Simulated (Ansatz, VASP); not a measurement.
## SrTiTe3 in VASP and in Ansatz

```xyz
5
Lattice="5.4336 0.0000 0.0000 0.0000 5.4336 0.0000 0.0000 0.0000 5.4336" Properties=species:S:1:pos:R:3 pbc="T T T"
Sr    2.7168    2.7168    2.7168
Ti    0.0000    0.0000    0.0000
Te    0.0000    0.0000    2.7168
Te    0.0000    2.7168    0.0000
Te    2.7168    0.0000    0.0000
```

Change from the starting cell: species swapped into the KCrF3 type (P4/mmm, No. 123).

Alike in both runs: task single point; functional PBE; k mesh 4 × 4 × 4; occupations gaussian, width 0.1 eV; collinear spin.

|  | VASP | Ansatz |
| --- | --- | --- |
| version | VASP 6.6.1 | Ansatz 0.2.0 |
| potentials or method | VASP PAW PBE potentials, release 64 (Sr_sv, Ti_sv, Te), cutoff 520 eV | scalar-relativistic, plane waves, PAW |
| valence electrons in the cell | 40 | 70 |

|  | VASP | Ansatz | Ansatz less VASP |
| --- | --- | --- | --- |
| gap on the k mesh at the Fermi level (eV) | none | none | - |
| pressure (GPa) | 0.1 | 0.1 | -0.01 |
| net moment per atom (μB) | 0.00 | 0.00 | 0.000 |

A gap of «none» marks a metal or a gap that the smearing closes. The functional is the same, so the differences come from potentials, cutoffs and numerics. VASP's potentials hold 40 valence electrons a cell and Ansatz's 70, so a difference there can come from the potentials and not from the codes. Ansatz's warnings: filled band counts differ across k points, seeded moment not kept.

Neither program's run includes spin-orbit coupling.
